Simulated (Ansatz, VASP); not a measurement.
Hf: VASP beside Ansatz

File INCAR:

```
SYSTEM = Hf
PREC = Accurate ; ENCUT = 520
EDIFF = 1E-6 ; ISMEAR = 0
SIGMA = 0.1 ; LREAL = .False.
LASPH = .True. ; NELM = 60
ALGO = Normal ; ISIF = 2
LWAVE = .False. ; LCHARG = .True.
GGA = PE ; LELF = .True.
LVHAR = .True. ; NBANDS = 11
```

Contents of KPOINTS:

```
regular mesh
0
Gamma
  16 16 16
  0 0 0
```

Contents of POSCAR:

```
Hf
1.0
   -1.8070726712      1.8070726712      1.8070726712
    1.8070726712     -1.8070726712      1.8070726712
    1.8070726712      1.8070726712     -1.8070726712
Hf
1
Direct
    0.0000000000      0.0000000000      0.0000000000
```

Input for Ansatz:

```yaml
crystal:
  lattice:
    - [-1.8070726712, 1.8070726712, 1.8070726712]
    - [1.8070726712, -1.8070726712, 1.8070726712]
    - [1.8070726712, 1.8070726712, -1.8070726712]
  atoms:
    - { symbol: Hf, position: [0.0, 0.0, 0.0] }
basis:
  ecutwfc: 420
kpoints:
  mp_grid: { grid: [16, 16, 16] }
hamiltonian:
  xc: pbe
scf:
  occupations: { method: gaussian, width: 0.1 }
output:
  forces: true
  stress: true
  eigenvalues: true
```

Alike in both runs: task single point; functional PBE; k mesh 16 × 16 × 16; occupations gaussian, width 0.1 eV; no spin polarisation.

|  | VASP | Ansatz |
| --- | --- | --- |
| version | VASP 6.6.1 | Ansatz 0.2.0 |
| potentials or method | VASP PAW PBE potentials, release 64 (Hf_pv), cutoff 520 eV | scalar-relativistic, plane waves, PAW |
| valence electrons in the cell | 10 | 26 |

|  | VASP | Ansatz | Ansatz less VASP |
| --- | --- | --- | --- |
| gap on the k mesh at the Fermi level (eV) | none | none | - |
| pressure (GPa) | -5.7 | -5.3 | +0.35 |

A gap of «none» marks a metal or a gap that the smearing closes. VASP's potentials hold 10 valence electrons a cell and Ansatz's 26, so a difference there can come from the potentials and not from the codes.

Spin-orbit coupling is off throughout.
